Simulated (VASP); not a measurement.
# Ti3O7 in VASP: single point with PBEsol

Aim: the single point of Ti3O7 with PBEsol.

All numbers are computed with VASP 6.6.1; they aren't measurements. Logs are shortened: lines on timing, memory, paths and dates and some standing lists are left out, and cuts for length are marked.

### 1 The cell of the first run

The cell holds a slab with vacuum, 20 atoms: a = 2.939 Å, b = 6.493 Å, c = 25.446 Å, α = 90.00°, β = 90.00°, γ = 90.00°.

### 2 Single point, PBEsol

INCAR reads:

```
SYSTEM = Ti3O7
ALGO = Normal
DIPOL = 0.5 0.5 0.500
EDIFF = 1E-7
ENCUT = 520
GGA = PS
IDIPOL = 3
ISIF = 2
ISMEAR = 0
LASPH = .TRUE.
LCHARG = .FALSE.
LDIPOL = .TRUE.
LREAL = Auto
LWAVE = .FALSE.
NBANDS = 94
NELM = 80
PREC = Accurate
SIGMA = 0.05
```

KPOINTS reads:

```
k-points
0
G
  9 4 1
  0 0 0
```

POSCAR reads:

```
Ti3O7
1.0
    2.9389940179      0.0000000000      0.0000000000
    0.0000000000      6.4930046412      0.0000000000
    0.0000000000      0.0000000000     25.4464489946
O Ti
14 6
Direct
    0.0000000000      0.5000000000      0.2993216711
    0.0000000000      0.0000000000      0.3242655340
    0.5000000000      0.3017729654      0.3723563427
    0.5000000000      0.6982270346      0.3723563427
    0.0000000000      0.0000000000      0.4237882692
    0.0000000000      0.5000000000      0.4507655456
    0.5000000000      0.8032762978      0.4999998415
    0.5000000000      0.1967237022      0.4999998415
    0.0000000000      0.5000000000      0.5492338654
    0.0000000000      0.0000000000      0.5762124495
    0.5000000000      0.3017729705      0.6276438506
    0.5000000000      0.6982270295      0.6276438506
    0.0000000000      0.0000000000      0.6757352192
    0.0000000000      0.5000000000      0.7006775567
    0.0000000000      0.5000000000      0.3680120448
    0.5000000000      0.0000000000      0.3669564468
    0.0000000000      0.0000000000      0.5000003145
    0.5000000000      0.5000000000      0.4999997172
    0.0000000000      0.5000000000      0.6319870924
    0.5000000000      0.0000000000      0.6330442040
```

Potentials or basis: VASP PAW PBE potentials, release 64 (O, Ti_sv).

Started as:

```console
cat potpaw_PBE.64/O/POTCAR potpaw_PBE.64/Ti_sv/POTCAR > POTCAR
mpirun -np 1 vasp_std > vasp.out
```

OUTCAR:

```text
SYSTEM = Ti3O7
   EDIFF = 1E-7
   ENCUT = 520
   GGA = PS
   ISIF = 2
   ISMEAR = 0
   LASPH = .TRUE.
   LREAL = Auto
   NELM = 80
   PREC = Accurate

 ion  position               nearest neighbor table
   1  0.000  0.500  0.299-  15 1.75
   2  0.000  0.000  0.324-  16 1.83  16 1.83
   3  0.500  0.302  0.372-  15 1.96  15 1.96  16 1.96
   4  0.500  0.698  0.372-  15 1.96  15 1.96  16 1.96
   5  0.000  0.000  0.424-  17 1.94  16 2.06  16 2.06
   6  0.000  0.500  0.451-  18 1.93  18 1.93  15 2.11
   7  0.500  0.803  0.500-  17 1.95  17 1.95  18 1.97
   8  0.500  0.197  0.500-  17 1.95  17 1.95  18 1.97
   9  0.000  0.500  0.549-  18 1.93  18 1.93  19 2.11
  10  0.000  0.000  0.576-  17 1.94  20 2.06  20 2.06
  11  0.500  0.302  0.628-  19 1.96  19 1.96  20 1.96
  12  0.500  0.698  0.628-  19 1.96  19 1.96  20 1.96
  13  0.000  0.000  0.676-  20 1.83  20 1.83
  14  0.000  0.500  0.701-  19 1.75
  15  0.000  0.500  0.368-   1 1.75   3 1.96   4 1.96   3 1.96   4 1.96   6 2.11
  16  0.500  0.000  0.367-   2 1.83   2 1.83   4 1.96   3 1.96   5 2.06   5 2.06
  17  0.000  0.000  0.500-   5 1.94  10 1.94   8 1.95   7 1.95   7 1.95   8 1.95
  18  0.500  0.500  0.500-   9 1.93   9 1.93   6 1.93   6 1.93   8 1.97   7 1.97
  19  0.000  0.500  0.632-  14 1.75  12 1.96  11 1.96  11 1.96  12 1.96   9 2.11
  20  0.500  0.000  0.633-  13 1.83  13 1.83  11 1.96  12 1.96  10 2.06  10 2.06

  LATTYP: Found a simple orthorhombic cell.
 ALAT       =     2.9389940179
 B/A-ratio  =     2.2092609245
 C/A-ratio  =     8.6582173491

  Lattice vectors:

 A1 = (   2.9389940179,   0.0000000000,   0.0000000000)
 A2 = (   0.0000000000,   6.4930046412,   0.0000000000)
 A3 = (   0.0000000000,   0.0000000000,  25.4464489946)

Analysis of symmetry for initial positions (statically):
=====================================================================
 Subroutine PRICEL returns:
 Original cell was already a primitive cell.

 Routine SETGRP: Setting up the symmetry group for a
 simple orthorhombic supercell.

 Subroutine GETGRP returns: Found  8 space group operations
 (whereof  8 operations were pure point group operations)
 out of a pool of  8 trial point group operations.

The static configuration has the point symmetry D_2h.

Analysis of symmetry for dynamics (positions and initial velocities):
=====================================================================
 Subroutine PRICEL returns:
 Original cell was already a primitive cell.

 Routine SETGRP: Setting up the symmetry group for a
 simple orthorhombic supercell.

 Subroutine GETGRP returns: Found  8 space group operations
 (whereof  8 operations were pure point group operations)
 out of a pool of  8 trial point group operations.

The dynamic configuration has the point symmetry D_2h.

 Subroutine INISYM returns: Found  8 space group operations
 (whereof  8 operations are pure point group operations),
 and found     1 'primitive' translations

----------------------------------------------------------------------------------------

                                     Primitive cell

  volume of cell :     485.5921

  direct lattice vectors                    reciprocal lattice vectors
     2.938994018  0.000000000  0.000000000     0.340252479  0.000000000  0.000000000
     0.000000000  6.493004641  0.000000000     0.000000000  0.154011903  0.000000000
     0.000000000  0.000000000 25.446448995     0.000000000  0.000000000  0.039298214

  length of vectors
     2.938994018  6.493004641 25.446448995     0.340252479  0.154011903  0.039298214

  position of ions in fractional coordinates (direct lattice)
     0.000000000  0.500000000  0.299321671
     0.000000000  0.000000000  0.324265534
     0.500000000  0.301772965  0.372356343
     0.500000000  0.698227035  0.372356343
     0.000000000  0.000000000  0.423788269
     0.000000000  0.500000000  0.450765546
[... 12 lines left out ...]
     0.000000000  0.500000000  0.631987092
     0.500000000  0.000000000  0.633044204

  ion indices of the primitive-cell ions
   primitive index   ion index
                 1           1
                 2           2
                 3           3
                 4           4
                 5           5
                 6           6
[... 12 lines left out ...]
                19          19
                20          20

----------------------------------------------------------------------------------------

 KPOINTS: k-points

Automatic generation of k-mesh.
 Grid dimensions read from file:
 generate k-points for:    9    4    1

 Generating k-lattice:

  Cartesian coordinates                     Fractional coordinates (reciprocal lattice)
     0.037805831  0.000000000  0.000000000     0.111111111  0.000000000  0.000000000
     0.000000000  0.038502976  0.000000000     0.000000000  0.250000000  0.000000000
     0.000000000  0.000000000  0.039298214     0.000000000  0.000000000  1.000000000

  Length of vectors
     0.037805831  0.038502976  0.039298214

  Shift w.r.t. Gamma in fractional coordinates (k-lattice)
     0.000000000  0.000000000  0.000000000

 Subroutine IBZKPT returns following result:
 ===========================================

 Found     15 irreducible k-points:

 Following reciprocal coordinates:
            Coordinates               Weight
  0.000000  0.000000  0.000000      1.000000
  0.111111  0.000000  0.000000      2.000000
  0.222222  0.000000  0.000000      2.000000
  0.333333  0.000000  0.000000      2.000000
  0.444444  0.000000  0.000000      2.000000
  0.000000  0.250000  0.000000      2.000000
  0.111111  0.250000  0.000000      4.000000
  0.222222  0.250000  0.000000      4.000000
  0.333333  0.250000  0.000000      4.000000
  0.444444  0.250000  0.000000      4.000000
  0.000000  0.500000  0.000000      1.000000
  0.111111  0.500000  0.000000      2.000000
  0.222222  0.500000  0.000000      2.000000
  0.333333  0.500000  0.000000      2.000000
  0.444444  0.500000  0.000000      2.000000
   k-points           NKPTS =     15   k-points in BZ     NKDIM =     15   number of bands    NBANDS=     94
   number of dos      NEDOS =    301   number of ions     NIONS =     20
   total plane-waves  NPLWV = 221184
   dimension x,y,z NGX =    24 NGY =   48 NGZ =  192
   dimension x,y,z NGXF=    48 NGYF=   96 NGZF=  384
   ions per type =              14   6
   NGX,Y,Z   is equivalent  to a cutoff of  13.58, 12.29, 12.54 a.u.
   NGXF,Y,Z  is equivalent  to a cutoff of  27.15, 24.58, 25.09 a.u.
 SYSTEM =  Ti3O7
   PREC   = accura    normal or accurate (medium, high low for compatibility)
   ISTART =      0    job   : 0-new  1-cont  2-samecut
   ICHARG =      2    charge: 1-file 2-atom 10-const
   ISPIN  =      1    spin polarized calculation?
   LNONCOLLINEAR =      F non collinear calculations
   LSORBIT =      F    spin-orbit coupling
   LASPH  =      T    aspherical Exc in radial PAW
   ENCUT  =  520.0 eV  38.22 Ry    6.18 a.u.   5.46 12.07 47.31*2*pi/ulx,y,z
   NELM   =     80;   NELMIN=  2; NELMDL= -5     # of ELM steps
   EDIFF  = 0.1E-06   stopping-criterion for ELM
   LREAL  =      T    real-space projection
   EDIFFG = 0.1E-05   stopping-criterion for IOM
   NSW    =      0    number of steps for IOM
   IBRION =     -1    ionic relax: 0-MD 1-quasi-New 2-CG
   NFREE  =      0    steps in history (QN), initial steepest desc. (CG)
   ISIF   =      2    stress and relaxation
   ISYM   =      2    0-nonsym 1-usesym 2-fastsym
   POTIM  = 0.5000    time-step for ionic-motion
   TEBEG  =    0.0;   TEEND  =   0.0 temperature during run
   PSTRESS=    0.0 pullay stress
   NELECT =     156.0000    total number of electrons
   NUPDOWN=      -1.0000    fix difference up-down
   EMIN   =  10.00;   EMAX   =-10.00  energy-range for DOS
   EFERMI =   0.00;   METHOD = LEGACY
   ISMEAR =     0;   SIGMA  =   0.05  broadening in eV -4-tet -1-fermi 0-gaus
   EFERMI_NEDOS =   21; number of points for ismear=-14 and -15
   IALGO  =     38    algorithm
   IMIX   =      4    mixing-type and parameters
     AMIX     =   0.40;   BMIX     =  1.00
     AMIX_MAG =   1.60;   BMIX_MAG =  1.00
  volume/ion in A,a.u.               =      24.28       163.85
  Fermi-wavevector in a.u.,A,eV,Ry     =   1.121224  2.118807 17.104481  1.257144
  Thomas-Fermi vector in A             =   2.257876
   LORBIT       =      0    0 simple, 1 ext, 2 COOP (PROOUT), +10 PAW based schemes
   GGA     = PS    functional components
   LHFCALC =     F    Hartree Fock is set to
   AEXX    =    0.0000 exact exchange contribution
   IVDW    =     0    specifies the selected vdW correction
   LEPSILON=     F    determine dielectric tensor
   LRPA    =     F    only Hartree local field effects (RPA)
 non-spin polarized calculation
 Gauss-broadening in eV      SIGMA  =   0.05
  energy-cutoff  :      520.00
  volume of cell :      485.59
 maximum number of plane-waves:     13153
 NGX is ok and might be reduce to    24
   NGX = 11   NGY = 25   NGZ = 95

 number of electron     155.9999922 magnetization

 dipolmoment           0.000000      0.000000      0.000015 electrons x Angstroem

 Free energy of the ion-electron system (eV)
  ---------------------------------------------------
  ext. energy  EPLUGINS =         0.00000000
  ---------------------------------------------------
  free energy    TOTEN  =      -171.49555226 eV

  energy without entropy =     -171.47372344  energy(sigma->0) =     -171.48463785

 E-fermi :  -3.8858     XC(G=0):  -5.4059

 val. band max:       -3.8908451065   @ k =   0.3333   0.5000   0.0000
 cond. band min:      -3.8777903930   @ k =   0.0000   0.5000   0.0000
 fundamental gap:      0.0130547135
 Fermi energy:        -3.8858430679

 k-point     1 :       0.0000    0.0000    0.0000
  band No.  band energies     occupation
      1     -59.8514      2.00000
      2     -59.8412      2.00000
      3     -59.3185      2.00000
      4     -59.3184      2.00000
      5     -59.2715      2.00000
      6     -59.2715      2.00000
[... 1384 lines left out ...]
     89       0.4418      0.00000
     90       0.4510      0.00000
 [bands above 90 left out]

------------------------ aborting loop because EDIFF is reached ----------------------------------------

 vacuum level on the upper side and lower side of the slab       (xc-potential included)        -0.098        -0.098

  FORCE on cell =-STRESS in cart. coord.  units (eV):
  Direction    XX          YY          ZZ          XY          YZ          ZX
  --------------------------------------------------------------------------------------
  -------------------------------------------------------------------------------------
  Total        5.4130339      6.7573311      0.8900051      0.0000000      0.0000000      0.0000000
  in kB       17.8599291     22.2953442      2.9365098      0.0000000      0.0000000      0.0000000
  external PRESSURE =      14.3639277 kB  Pullay stress =       0.0000000 kB

 VOLUME and BASIS-vectors are now :
 -----------------------------------------------------------------------------
  energy-cutoff  :      520.00
  volume of cell :      485.59
      direct lattice vectors                 reciprocal lattice vectors
     2.938994018  0.000000000  0.000000000     0.340252479  0.000000000  0.000000000
     0.000000000  6.493004641  0.000000000     0.000000000  0.154011903  0.000000000
     0.000000000  0.000000000 25.446448995     0.000000000  0.000000000  0.039298214

 POSITION                                       TOTAL-FORCE (eV/Angst)
 -----------------------------------------------------------------------------------
      0.00000      3.24650      7.61667         0.000000      0.000000     -0.155446
      0.00000      0.00000      8.25141         0.000000      0.000000     -0.106257
      1.46950      1.95941      9.47515         0.000000     -0.028434     -0.000528
      1.46950      4.53359      9.47515         0.000000      0.028434     -0.000528
      0.00000      0.00000     10.78391         0.000000      0.000000      0.004964
      0.00000      3.24650     11.47038         0.000000      0.000000     -0.045139
[... 12 lines left out ...]
      0.00000      3.24650     16.08183         0.000000      0.000000     -0.136389
      1.46950      0.00000     16.10873         0.000000      0.000000     -0.078701
 -----------------------------------------------------------------------------------
    total drift:                                0.000000      0.000000     -0.002642

  FREE ENERGIE OF THE ION-ELECTRON SYSTEM (eV)
  ---------------------------------------------------
  free  energy   TOTEN  =      -171.4955522569 eV

  energy  without entropy=     -171.4737234448  energy(sigma->0) =     -171.48463785

 vacuum level on the upper side and lower side of the slab         5.415         5.415
```

Wall time 39 min (1 thread of AMD EPYC 9R14 (Zen 4), shared host); peak memory 0.7 GiB.

What came out:

- Free energy: -171.4956 eV
- Largest force: 0.155 eV/Å
- Band gap on the k mesh: zero (bands 78 and 79 overlap by 0.51 eV)

Forces in eV/Å, atoms in the order of the input:
```
O    0.000  0.000 -0.155
O    0.000  0.000 -0.106
O    0.000 -0.028 -0.001
O    0.000  0.028 -0.001
O    0.000  0.000  0.005
O    0.000  0.000 -0.045
O    0.000 -0.025  0.000
O    0.000  0.025  0.000
O    0.000  0.000  0.045
O    0.000  0.000 -0.005
O    0.000 -0.028  0.001
O    0.000  0.028  0.001
O    0.000  0.000  0.106
O    0.000  0.000  0.155
Ti   0.000  0.000  0.136
Ti   0.000  0.000  0.079
Ti   0.000  0.000  0.000
Ti   0.000  0.000  0.000
Ti   0.000  0.000 -0.136
Ti   0.000  0.000 -0.079
```

Caveat: the PAW data sets were made with another functional, which shifts forces and pressure a little; semilocal functionals often make such compounds metallic where correlation or magnetic order opens a gap, which also shifts bond lengths.
